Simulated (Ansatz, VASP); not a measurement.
This is a calculation of TePb for Ansatz 0.2.0.

Contents of input.yaml:

```yaml
crystal:
  lattice:
    - [4.002287, 0.0, 0.0]
    - [0.0, 4.002287, 0.0]
    - [0.0, 0.0, 4.002287]
  atoms:
    - { symbol: Pb, position: [0.0, 0.0, 0.0] }
    - { symbol: Te, position: [0.5, 0.5, 0.5] }
hamiltonian:
  xc: { exchange: pbe, correlation: pbe, exx: { coeff: 0.25, omega: 0.3 } }
  pseudopotentials: { kind: paw_fr }
magnetization:
  noncollinear: true
  spin_orbit: true
kpoints:
  mp_grid: { grid: [4, 4, 4] }
scf:
  occupations: { method: methfessel_paxton, width: 0.1 }
output:
  forces: true
  stress: true
  eigenvalues: true
  efg: {}
```

Potentials or basis: Ansatz PAW.

The run is started by

```sh
$ ansatz run input.yaml --threads 1 --pin off --max-ram 2560MiB --backend cpu --events-out ev --progress --plain --runs-dir out
```

**Question.** Set up the same calculation for VASP 6.6.1. Potentials there: VASP PAW PBE potentials, release 64 (Pb_d, Te).

**Answer.** As run (the cutoff follows the program's own potentials):

POSCAR

```
TePb
1.0
    4.0022870000      0.0000000000      0.0000000000
    0.0000000000      4.0022870000      0.0000000000
    0.0000000000      0.0000000000      4.0022870000
Pb Te
1 1
Direct
    0.0000000000      0.0000000000      0.0000000000
    0.5000000000      0.5000000000      0.5000000000
```

The input INCAR.step1:

```
SYSTEM = TePb
PREC = Accurate
ENCUT = 520
ISMEAR = 1
SIGMA = 0.1
LREAL = .FALSE.
LASPH = .TRUE.
NELM = 150
ALGO = Normal
ISIF = 2
LWAVE = .TRUE.
LCHARG = .FALSE.
LNONCOLLINEAR = .TRUE.
MAGMOM = 0 0 0 0 0 0
LORBIT = 11
LSORBIT = .TRUE.
GGA_COMPAT = .FALSE.
LORBMOM = .TRUE.
GGA = PE
EDIFF = 1E-5
NBANDS = 32
```

Contents of INCAR.step2:

```
SYSTEM = TePb
PREC = Accurate
ENCUT = 520
EDIFF = 1E-8
ISMEAR = 1
SIGMA = 0.1
LREAL = .FALSE.
LASPH = .TRUE.
NELM = 150
ALGO = Normal
ISIF = 2
LWAVE = .FALSE.
LCHARG = .FALSE.
LNONCOLLINEAR = .TRUE.
MAGMOM = 0 0 0 0 0 0
LORBIT = 11
LSORBIT = .TRUE.
GGA_COMPAT = .FALSE.
LORBMOM = .TRUE.
GGA = PE
LHFCALC = .TRUE.
AEXX = 0.25
HFSCREEN = 0.3
PRECFOCK = Normal
LEFG = .TRUE.
ISTART = 1
NBANDS = 32
```

KPOINTS

```
Automatic mesh
0
G
  4 4 4
  0 0 0
```

Potentials or basis: VASP PAW PBE potentials, release 64 (Pb_d, Te).

Launch:

```console
$ cat potpaw_PBE.64/Pb_d/POTCAR potpaw_PBE.64/Te/POTCAR > POTCAR
$ cp INCAR.step1 INCAR
$ mpirun -np 1 vasp_ncl > vasp.out
$ cp INCAR.step2 INCAR
$ mpirun -np 1 vasp_ncl > vasp.out
```

Both were run:

|  | VASP | Ansatz | Ansatz less VASP |
| --- | --- | --- | --- |
| pressure (GPa) | -0.1 | 0.1 | +0.20 |

VASP's potentials were made for PBE, not for PBE-based screened hybrid. VASP's potentials hold 20 valence electrons a cell and Ansatz's 30, so a difference there can come from the potentials and not from the codes.

The k mesh is coarse, so the values compare programs but aren't converged.
